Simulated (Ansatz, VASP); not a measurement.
**CdS in VASP and in Ansatz**

Contents of POSCAR:

```
CdS
1.0
    4.1646212433      0.0000000000      0.0000000000
   -2.0823106217      3.6066677939      0.0000000000
    0.0000000000      0.0000000000      6.7659754197
Cd S
2 2
Direct
    0.3333333333      0.6666666667     -0.0009650884
    0.6666666667      0.3333333333      0.4990349116
    0.3333333333      0.6666666667      0.3759650884
    0.6666666667      0.3333333333      0.8759650884
```

File INCAR.step1:

```
SYSTEM = CdS
  PREC = Accurate
  ENCUT = 520
  ISMEAR = 0
  SIGMA = 0.01
  LREAL = .FALSE.
  LASPH = .TRUE.
  NELM = 80
  NBANDS = 26
  GGA = PE
  ALGO = Normal
  EDIFF = 1E-4
  LWAVE = .TRUE.
  LCHARG = .FALSE.
```

INCAR.step2

```
SYSTEM = CdS
  PREC = Accurate
  ENCUT = 520
  EDIFF = 1E-6
  ISMEAR = 0
  SIGMA = 0.01
  LREAL = .FALSE.
  LASPH = .TRUE.
  NELM = 80
  ALGO = Normal
  ISIF = 2
  LWAVE = .FALSE.
  LCHARG = .FALSE.
  METAGGA = R2SCAN
  LMIXTAU = .TRUE.
  NBANDS = 26
  ISTART = 1
```

KPOINTS

```
Automatic mesh
0
G
  12 12 4
  0 0 0
```

Input for Ansatz:

```yaml
crystal:
  lattice:
    - [4.1646212433, 0.0, 0.0]
    - [-2.0823106217, 3.6066677939, 0.0]
    - [0.0, 0.0, 6.7659754197]
  atoms:
    - { symbol: Cd, position: [0.3333333333, 0.6666666667, -0.0009650884] }
    - { symbol: Cd, position: [0.6666666667, 0.3333333333, 0.4990349116] }
    - { symbol: S, position: [0.3333333333, 0.6666666667, 0.3759650884] }
    - { symbol: S, position: [0.6666666667, 0.3333333333, 0.8759650884] }
kpoints:
  mp_grid: { grid: [12, 12, 4] }
  band_path:
    path:
      - [0.0, 0.0, 0.0]
      - [0.5, 0.0, 0.0]
      - [0.3333333333, 0.3333333333, 0.0]
      - [0.0, 0.0, 0.5]
      - [0.5, 0.0, 0.5]
      - [0.3333333333, 0.3333333333, 0.5]
    npoints: 1
hamiltonian:
  xc: r2scan
scf:
  occupations: { method: fixed }
  n_extra_bands: 5
output:
  forces: true
  stress: true
  eigenvalues: true
```

Alike in both runs: task single point; functional r2SCAN; k mesh 12 × 12 × 4; no spin polarisation.

```csv
,VASP,Ansatz
version,VASP 6.6.1,Ansatz 0.2.0
potentials or method,"VASP PAW PBE potentials, release 64 (Cd, S)","plane waves, PAW"
plane-wave cutoff (eV),520,500
occupations,"gaussian, width 0.01 eV",fixed
valence electrons in the cell,36,52
```

```csv
,VASP,Ansatz,Ansatz less VASP
gap on the k mesh at the Fermi level (eV),1.63,1.63,+0.005
pressure (GPa),0.3,0.0,-0.31
```

VASP's potentials were made for PBE, not for r2SCAN. VASP's potentials hold 36 valence electrons a cell and Ansatz's 52, so a difference there can come from the potentials and not from the codes.
